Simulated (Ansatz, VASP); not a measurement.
# One calculation of K2CdSe2O6, two programs

```
K Cd Se O
1.0
     2.84875    1.64473    6.31620
    -2.84875    1.64473    6.31620
     0.00000   -3.28945    6.31620
K Cd Se O
2 1 2 6
Direct
  0.80284 0.80284 0.80284
  0.19716 0.19716 0.19716
  0.00000 0.00000 0.00000
  0.62301 0.62301 0.62301
  0.37699 0.37699 0.37699
  0.74223 0.26965 0.74223
  0.74223 0.74223 0.26965
  0.26965 0.74223 0.74223
  0.25777 0.73035 0.25777
  0.73035 0.25777 0.25777
  0.25777 0.25777 0.73035
```

Alike in both runs: functional PBE; k mesh 5 × 5 × 5; occupations fermi-dirac, width 0.02 eV; no spin polarisation.

Ansatz relaxed the structure, and its values are those at the end. VASP's run is a single point on that final structure, the one shown.

|  | VASP | Ansatz |
| --- | --- | --- |
| version | VASP 6.6.1 | Ansatz 0.2.0 |
| potentials or method | VASP PAW PBE potentials, release 64 (K_sv, Cd, Se, O) | plane-wave PAW, scalar-relativistic |
| plane-wave cutoff (eV) | 520 | 420 |
| valence electrons in the cell | 78 | 106 |

|  | VASP | Ansatz | Ansatz less VASP |
| --- | --- | --- | --- |
| gap on the k mesh at the Fermi level (eV) | 3.83 | 3.86 | +0.024 |
| pressure (GPa) | 3.3 | 2.5 | -0.79 |
| rms of the force components (eV/Å) | 0.104 | 0.002 | -0.1015 |

VASP's potentials hold 78 valence electrons a cell and Ansatz's 106, so a difference there can come from the potentials and not from the codes. Ansatz's warnings: stress scf threshold loose.
